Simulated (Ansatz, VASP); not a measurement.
## Ag in VASP and in Ansatz

```
Ag
1.0
     0.00000    2.10068    1.93263
     2.10068    0.00000    1.93263
     2.10068    2.10068    0.00000
Ag
1
Direct
  0.00000 0.00000 0.00000
```

Alike in both runs: task single point; functional r2SCAN; k mesh 22 × 22 × 22; occupations gaussian, width 0.15 eV; no spin polarisation.

|  | VASP | Ansatz |
| --- | --- | --- |
| version | VASP 6.6.1 | Ansatz 0.2.0 |
| potentials or method | VASP PAW PBE potentials, release 64 (Ag), cutoff 520 eV | scalar-relativistic, plane waves, PAW |
| valence electrons in the cell | 11 | 19 |

```csv
,VASP,Ansatz,Ansatz less VASP
gap on the k mesh at the Fermi level (eV),none,none,-
pressure (GPa),1.8,1.6,-0.16
"traceless stress, the component that is largest in VASP (GPa)",1.41,1.37,-0.033
```

VASP's potentials were made for PBE, not for r2SCAN. A gap of «none» marks a metal or a gap that the smearing closes. With one functional, cell and mesh, what is left measures potentials, basis and numerics. VASP's potentials hold 11 valence electrons a cell and Ansatz's 19, so a difference there can come from the potentials and not from the codes.
